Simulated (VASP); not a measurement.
# Al2Au (P1) in VASP: notebook, part 2 of 2

VASP 6.6.1.

### Step 3. Single point, LDA

INCAR

```
PREC     = Accurate       # precision mode
ENCUT    = 520            # plane-wave cutoff, eV
EDIFF    = 1E-7           # SCF threshold, eV
ISMEAR   = -1             # smearing method
SIGMA    = 0.05           # smearing width, eV
LREAL    = F              # projectors in reciprocal space
LASPH    = T              # aspherical terms in the spheres
NELM     = 80             # most SCF steps
ALGO     = Normal         # electronic algorithm
ISIF     = 2              # what is computed and relaxed
LWAVE    = F              # write WAVECAR
LCHARG   = F              # write CHGCAR
GGA      = CA             # functional
NBANDS   = 16             # bands
```

KPOINTS

```
Automatic mesh
0
Gamma
  6 6 6
```

POSCAR

```
Al2Au
1.0
    0.0237700000      2.9189100000      2.9540300000
    2.9931400000      0.0263700000      2.9514400000
    3.0402300000      2.9634100000     -0.0207200000
Al Au
2 1
Direct
    0.2394500000      0.2171700000      0.2531200000
    0.7739922490      0.7453876153      0.7345783346
    0.9881300000      0.0023400000      0.0322100000
```

Potentials or basis: VASP PAW LDA potentials, release 64 (Al, Au).

Run with:

```sh
cat potpaw_LDA.64/Al/POTCAR potpaw_LDA.64/Au/POTCAR > POTCAR
mpirun -np 1 vasp_std > vasp.out
```

OUTCAR:

```text
PREC = Accurate
   ENCUT = 520
   EDIFF = 1E-7
   ISMEAR = -1
   LREAL = F
   LASPH = T
   NELM = 80
   ISIF = 2
   GGA = CA

 ion  position               nearest neighbor table
   1  0.239  0.217  0.253-   3 2.36   3 2.55   3 2.68   3 2.71   2 2.78   2 2.89   2 2.98   2 2.98
                             2 3.04   2 3.15
   2  0.774  0.745  0.735-   3 2.44   3 2.53   3 2.65   3 2.68   1 2.78   1 2.89   1 2.98   1 2.98
                             1 3.04   1 3.15
   3  0.988  0.002  0.032-   1 2.36   2 2.44   2 2.53   1 2.55   2 2.65   1 2.68   2 2.68   1 2.71

  LATTYP: Found a triclinic cell.
 ALAT       =     7.2561006159
 B/A-ratio  =     0.5723374298
 C/A-ratio  =     0.5758980949
 COS(alpha) =     0.0118573689
 COS(beta)  =     0.2888873883
 COS(gamma) =     0.8665805086

  Lattice vectors:

 A1 = (   3.0169100000,   2.9452800000,   5.9054700000)
 A2 = (   0.0237700000,   2.9189100000,   2.9540300000)
 A3 = (  -0.0470900000,  -2.9370400000,   2.9721600000)

Analysis of symmetry for initial positions (statically):
=====================================================================
 Subroutine PRICEL returns:
 Original cell was already a primitive cell.

 Routine SETGRP: Setting up the symmetry group for a
 triclinic supercell.

 Subroutine GETGRP returns: Found  1 space group operations
 (whereof  1 operations were pure point group operations)
 out of a pool of  2 trial point group operations.

The static configuration has the point symmetry C_1 .

Analysis of symmetry for dynamics (positions and initial velocities):
=====================================================================
 Subroutine PRICEL returns:
 Original cell was already a primitive cell.

 Routine SETGRP: Setting up the symmetry group for a
 triclinic supercell.

 Subroutine GETGRP returns: Found  1 space group operations
 (whereof  1 operations were pure point group operations)
 out of a pool of  2 trial point group operations.

The dynamic configuration has the point symmetry C_1 .

 Subroutine INISYM returns: Found  1 space group operations
 (whereof  1 operations are pure point group operations),
 and found     1 'primitive' translations

----------------------------------------------------------------------------------------

                                     Primitive cell

  volume of cell :      52.1298

  direct lattice vectors                    reciprocal lattice vectors
     0.023770000  2.918910000  2.954030000    -0.167790327  0.173318858  0.168612448
     2.993140000  0.026370000  2.951440000     0.169087257 -0.172289674  0.168880765
     3.040230000  2.963410000 -0.020720000     0.163766078  0.168265995 -0.167583272

  length of vectors
     4.152937977  4.203638960  4.245612629     0.294318158  0.294609818  0.288473441

  position of ions in fractional coordinates (direct lattice)
     0.239450000  0.217170000  0.253120000
     0.773992249  0.745387615  0.734578335
     0.988130000  0.002340000  0.032210000

  ion indices of the primitive-cell ions
   primitive index   ion index
                 1           1
                 2           2
                 3           3

----------------------------------------------------------------------------------------

 KPOINTS: Automatic mesh

Automatic generation of k-mesh.
 Grid dimensions read from file:
 generate k-points for:    6    6    6

 Generating k-lattice:

  Cartesian coordinates                     Fractional coordinates (reciprocal lattice)
    -0.027965055  0.028886476  0.028102075     0.166666667  0.000000000 -0.000000000
     0.028181210 -0.028714946  0.028146794     0.000000000  0.166666667 -0.000000000
     0.027294346  0.028044332 -0.027930545     0.000000000  0.000000000  0.166666667

  Length of vectors
     0.049053026  0.049101636  0.048078907

  Shift w.r.t. Gamma in fractional coordinates (k-lattice)
     0.000000000  0.000000000  0.000000000

 Subroutine IBZKPT returns following result:
 ===========================================

 Found    112 irreducible k-points:

 Following reciprocal coordinates:
            Coordinates               Weight
  0.000000  0.000000  0.000000      1.000000
  0.166667 -0.000000 -0.000000      2.000000
  0.333333 -0.000000 -0.000000      2.000000
  0.500000  0.000000 -0.000000      1.000000
  0.000000  0.166667  0.000000      2.000000
  0.166667  0.166667  0.000000      2.000000
[... 16 lines left out ...]
  0.333333  0.000000  0.166667      2.000000
  0.500000 -0.000000  0.166667      2.000000
 [... further k-points ...]
   k-points           NKPTS =    112   k-points in BZ     NKDIM =    112   number of bands    NBANDS=     16
   number of dos      NEDOS =    301   number of ions     NIONS =      3
   total plane-waves  NPLWV =  32768
   dimension x,y,z NGX =    32 NGY =   32 NGZ =   32
   dimension x,y,z NGXF=    64 NGYF=   64 NGZF=   64
   ions per type =               2   1
   NGX,Y,Z   is equivalent  to a cutoff of  12.81, 12.66, 12.53 a.u.
   NGXF,Y,Z  is equivalent  to a cutoff of  25.62, 25.31, 25.06 a.u.
 SYSTEM =  unknown system
   PREC   = accura    normal or accurate (medium, high low for compatibility)
   ISTART =      0    job   : 0-new  1-cont  2-samecut
   ICHARG =      2    charge: 1-file 2-atom 10-const
   ISPIN  =      1    spin polarized calculation?
   LNONCOLLINEAR =      F non collinear calculations
   LSORBIT =      F    spin-orbit coupling
   LASPH  =      T    aspherical Exc in radial PAW
   ENCUT  =  520.0 eV  38.22 Ry    6.18 a.u.   7.72  7.82  7.89*2*pi/ulx,y,z
   NELM   =     80;   NELMIN=  2; NELMDL= -5     # of ELM steps
   EDIFF  = 0.1E-06   stopping-criterion for ELM
   LREAL  =      F    real-space projection
   EDIFFG = 0.1E-05   stopping-criterion for IOM
   NSW    =      0    number of steps for IOM
   IBRION =     -1    ionic relax: 0-MD 1-quasi-New 2-CG
   NFREE  =      0    steps in history (QN), initial steepest desc. (CG)
   ISIF   =      2    stress and relaxation
   ISYM   =      2    0-nonsym 1-usesym 2-fastsym
   POTIM  = 0.5000    time-step for ionic-motion
   TEBEG  =    0.0;   TEEND  =   0.0 temperature during run
   PSTRESS=    0.0 pullay stress
   NELECT =      17.0000    total number of electrons
   NUPDOWN=      -1.0000    fix difference up-down
   EMIN   =  10.00;   EMAX   =-10.00  energy-range for DOS
   EFERMI =   0.00;   METHOD = LEGACY
   ISMEAR =    -1;   SIGMA  =   0.05  broadening in eV -4-tet -1-fermi 0-gaus
   EFERMI_NEDOS =   21; number of points for ismear=-14 and -15
   IALGO  =     38    algorithm
   IMIX   =      4    mixing-type and parameters
     AMIX     =   0.40;   BMIX     =  1.00
     AMIX_MAG =   1.60;   BMIX_MAG =  1.00
  volume/ion in A,a.u.               =      17.38       117.26
  Fermi-wavevector in a.u.,A,eV,Ry     =   1.126841  2.129420 17.276267  1.269770
  Thomas-Fermi vector in A             =   2.263524
   LORBIT       =      0    0 simple, 1 ext, 2 COOP (PROOUT), +10 PAW based schemes
   GGA     = CA    functional components
   LHFCALC =     F    Hartree Fock is set to
   AEXX    =    0.0000 exact exchange contribution
   IVDW    =     0    specifies the selected vdW correction
   LEPSILON=     F    determine dielectric tensor
   LRPA    =     F    only Hartree local field effects (RPA)
 non-spin polarized calculation
  energy-cutoff  :      520.00
  volume of cell :       52.13
 maximum number of plane-waves:      1420
   NGX = 15   NGY = 15   NGZ = 15

 number of electron      17.0000000 magnetization

 Free energy of the ion-electron system (eV)
  ---------------------------------------------------
  ext. energy  EPLUGINS =         0.00000000
  ---------------------------------------------------
  free energy    TOTEN  =       -14.03294671 eV

  energy without entropy =      -14.02540850  energy(sigma->0) =      -14.02917761

 E-fermi :   8.0611     XC(G=0): -10.8634

 val. band max:        8.0493984814   @ k =   0.1667   0.3333   0.0000
 cond. band min:       8.0833738934   @ k =   0.1667   0.3333   0.3333
 fundamental gap:      0.0339754120
 Fermi energy:         8.0611325019

 k-point     1 :       0.0000    0.0000    0.0000
  band No.  band energies     occupation
      1      -2.8139      2.00000
      2       1.0236      2.00000
      3       1.1531      2.00000
      4       1.2515      2.00000
      5       2.1167      2.00000
      6       2.1628      2.00000
[... 8 lines left out ...]
     15      13.9250      0.00000
     16      14.3794      0.00000
[... 419 lines left out ...]
 k-point    24 :       0.5000   -0.0000    0.1667
  band No.  band energies     occupation
      1      -0.6256      2.00000
      2       0.9772      2.00000
      3       1.4046      2.00000
      4       1.5184      2.00000
      5       2.2632      2.00000
      6       2.4983      2.00000
[... 8 lines left out ...]
     15      17.4123      0.00000
     16      18.5412      0.00000

 [... further k-points ...]
[... 5 lines left out ...]
  --------------------------------------------------------------------------------------
  -------------------------------------------------------------------------------------
  Total        0.6313439      1.6638536      1.9604104      0.8890159      0.5206589      0.7036102
  in kB       19.4039730     51.1375358     60.2520287     27.3233653     16.0021369     21.6250344
  external PRESSURE =      43.5978458 kB  Pullay stress =       0.0000000 kB

 VOLUME and BASIS-vectors are now :
 -----------------------------------------------------------------------------
  energy-cutoff  :      520.00
  volume of cell :       52.13
      direct lattice vectors                 reciprocal lattice vectors
     0.023770000  2.918910000  2.954030000    -0.167790327  0.173318858  0.168612448
     2.993140000  0.026370000  2.951440000     0.169087257 -0.172289674  0.168880765
     3.040230000  2.963410000 -0.020720000     0.163766078  0.168265995 -0.167583272

 POSITION                                       TOTAL-FORCE (eV/Angst)
 -----------------------------------------------------------------------------------
      1.42525      1.45476      1.34306         1.129262      0.818365      1.005492
      4.48273      4.45573      4.47114         0.710811      0.175296     -0.674029
      0.12842      2.97978      2.92520        -1.840073     -0.993662     -0.331463
 -----------------------------------------------------------------------------------
    total drift:                               -0.000196     -0.000209      0.000080

  FREE ENERGIE OF THE ION-ELECTRON SYSTEM (eV)
  ---------------------------------------------------
  free  energy   TOTEN  =       -14.0329467095 eV

  energy  without entropy=      -14.0254085034  energy(sigma->0) =      -14.02917761
```

Wall time 23 s (1 thread of Intel Xeon 6975P-C (Granite Rapids), shared host); peak memory 0.22 GiB.

What came out:

```
Free energy   : -14.0329 eV
Pressure      : 4.4 GPa
Largest force : 2.117 eV/Å
```

Forces in eV/Å, atoms in the order of the input:
```
Al   1.129  0.818  1.005
Al   0.711  0.175 -0.674
Au  -1.840 -0.994 -0.331
```

Caveat: spin-orbit coupling is left out, which moves the levels of the heavy elements; forces of over 1 eV/Å act on the atoms, so gaps and moduli don't describe the material at rest.

### Step 4. Single point, LDA

INCAR

```
SYSTEM = Al2Au
PREC     = Accurate       ! precision mode
ENCUT    = 520            ! plane-wave cutoff, eV
EDIFF    = 1E-7           ! SCF threshold, eV
ISMEAR   = -1             ! smearing method
SIGMA    = 0.05           ! smearing width, eV
LREAL    = .False.        ! projectors in reciprocal space
LASPH    = .True.         ! aspherical terms in the spheres
NELM     = 80             ! most SCF steps
ALGO     = Normal         ! electronic algorithm
ISIF     = 2              ! what is computed and relaxed
LWAVE    = .False.        ! write WAVECAR
LCHARG   = .False.        ! write CHGCAR
GGA      = CA             ! functional
NBANDS   = 16             ! bands
```

KPOINTS

```
regular mesh
0
Gamma
  6 6 6
  0 0 0
```

Edit POSCAR of step 3 so:

```diff
@@ -9,3 +9,3 @@
     0.2394500000      0.2171700000      0.2531200000
-    0.7739922490      0.7453876153      0.7345783346
+    0.7672477510      0.7386323847      0.7412816654
     0.9881300000      0.0023400000      0.0322100000
```

Potentials or basis: VASP PAW LDA potentials, release 64 (Al, Au).

Run with:

```sh
cat potpaw_LDA.64/Al/POTCAR potpaw_LDA.64/Au/POTCAR > POTCAR
mpirun -np 1 vasp_std > vasp.out
```

OUTCAR:

```text
SYSTEM = Al2Au
   PREC = Accurate
   ENCUT = 520
   EDIFF = 1E-7
   ISMEAR = -1
   LREAL = .False.
   LASPH = .True.
   NELM = 80
   ISIF = 2
   GGA = CA

 ion  position               nearest neighbor table
   1  0.239  0.217  0.253-   3 2.36   3 2.55   3 2.68   3 2.71   2 2.82   2 2.89   2 2.98   2 2.98
                             2 3.04   2 3.11
   2  0.767  0.739  0.741-   3 2.46   3 2.50   3 2.66   3 2.67   1 2.82   1 2.89   1 2.98   1 2.98
                             1 3.04   1 3.11
   3  0.988  0.002  0.032-   1 2.36   2 2.46   2 2.50   1 2.55   2 2.66   2 2.67   1 2.68   1 2.71

  LATTYP: Found a triclinic cell.
 ALAT       =     7.2561006159
 B/A-ratio  =     0.5723374298
 C/A-ratio  =     0.5758980949
 COS(alpha) =     0.0118573689
 COS(beta)  =     0.2888873883
 COS(gamma) =     0.8665805086

  Lattice vectors:

 A1 = (   3.0169100000,   2.9452800000,   5.9054700000)
 A2 = (   0.0237700000,   2.9189100000,   2.9540300000)
 A3 = (  -0.0470900000,  -2.9370400000,   2.9721600000)

Analysis of symmetry for initial positions (statically):
=====================================================================
 Subroutine PRICEL returns:
[... 167 lines left out ...]
  ---------------------------------------------------
  free energy    TOTEN  =       -14.05434716 eV

  energy without entropy =      -14.04739551  energy(sigma->0) =      -14.05087134

 E-fermi :   8.0462     XC(G=0): -10.8640

 val. band max:        8.0367752199   @ k =   0.1667   0.3333   0.3333
 cond. band min:       8.0918004259   @ k =   0.5000   0.5000   0.5000
 fundamental gap:      0.0550252060
 Fermi energy:         8.0461717021

 k-point     1 :       0.0000    0.0000    0.0000
  band No.  band energies     occupation
      1      -2.8079      2.00000
      2       1.0401      2.00000
      3       1.1659      2.00000
      4       1.2299      2.00000
      5       2.1162      2.00000
      6       2.1609      2.00000
[... 433 lines left out ...]
      3       1.4173      2.00000
      4       1.5235      2.00000
      5       2.2627      2.00000
      6       2.4673      2.00000
[... 8 lines left out ...]
     15      17.4194      0.00000
     16      18.5006      0.00000

 [... further k-points ...]
[... 5 lines left out ...]
  --------------------------------------------------------------------------------------
  -------------------------------------------------------------------------------------
  Total        0.6358659      1.6660767      1.8202902      0.6111341      0.5486475      0.8130720
  in kB       19.5429544     51.2058595     55.9455181     18.7828375     16.8623493     24.9892776
  external PRESSURE =      42.2314440 kB  Pullay stress =       0.0000000 kB

 VOLUME and BASIS-vectors are now :
 -----------------------------------------------------------------------------
  energy-cutoff  :      520.00
  volume of cell :       52.13
      direct lattice vectors                 reciprocal lattice vectors
     0.023770000  2.918910000  2.954030000    -0.167790327  0.173318858  0.168612448
     2.993140000  0.026370000  2.951440000     0.169087257 -0.172289674  0.168880765
     3.040230000  2.963410000 -0.020720000     0.163766078  0.168265995 -0.167583272

 POSITION                                       TOTAL-FORCE (eV/Angst)
 -----------------------------------------------------------------------------------
      1.42525      1.45476      1.34306         1.125978      0.818742      0.922008
      4.48273      4.45573      4.43114         0.686523      0.068547     -0.395606
      0.12842      2.97978      2.92520        -1.812500     -0.887288     -0.526401
 -----------------------------------------------------------------------------------
    total drift:                               -0.000195     -0.000182      0.000064

  FREE ENERGIE OF THE ION-ELECTRON SYSTEM (eV)
  ---------------------------------------------------
  free  energy   TOTEN  =       -14.0543471644 eV

  energy  without entropy=      -14.0473955121  energy(sigma->0) =      -14.05087134
```

OSZICAR:

```text
N       E                     dE             d eps       ncg     rms          rms(c)
DAV:   1     0.556912290038E+02    0.55691E+02   -0.69127E+03  3616   0.880E+02
DAV:   2    -0.140373640360E+02   -0.69729E+02   -0.63832E+02  4504   0.175E+02
DAV:   3    -0.154367522565E+02   -0.13994E+01   -0.13953E+01  4608   0.237E+01
DAV:   4    -0.154459503869E+02   -0.91981E-02   -0.91976E-02  4368   0.226E+00
DAV:   5    -0.154460762185E+02   -0.12583E-03   -0.12583E-03  4760   0.266E-01    0.959E+00
DAV:   6    -0.141915342117E+02    0.12545E+01   -0.43684E+00  4104   0.214E+01    0.394E+00
DAV:   7    -0.140964731668E+02    0.95061E-01   -0.20168E-01  3848   0.445E+00    0.189E+00
DAV:   8    -0.140558547494E+02    0.40618E-01   -0.26703E-02  4576   0.970E-01    0.425E-01
DAV:   9    -0.140543623981E+02    0.14924E-02   -0.24775E-03  4296   0.456E-01    0.208E-01
DAV:  10    -0.140543513929E+02    0.11005E-04   -0.26065E-04  4672   0.106E-01    0.349E-02
DAV:  11    -0.140543472663E+02    0.41266E-05   -0.20658E-05  4184   0.293E-02    0.125E-02
DAV:  12    -0.140543472110E+02    0.55339E-07   -0.15867E-06  4688   0.763E-03    0.517E-03
DAV:  13    -0.140543471644E+02    0.46583E-07   -0.13308E-07  3128   0.316E-03
   1 F= -.14054347E+02 E0= -.14050871E+02  d E =-.695165E-02
```

Run time: 23 s. Hardware: 1 thread of Intel Xeon 6975P-C (Granite Rapids), shared host; peak memory 0.21 GiB.

Results:

```
Free energy   : -14.0543 eV
Pressure      : 4.2 GPa
Largest force : 2.086 eV/Å
```

Forces in eV/Å, atoms in the order of the input:
```
Al   1.126  0.819  0.922
Al   0.687  0.069 -0.396
Au  -1.812 -0.887 -0.526
```

Caveat: spin-orbit coupling is left out, which moves the levels of the heavy elements; forces of over 1 eV/Å act on the atoms, so gaps and moduli don't describe the material at rest.
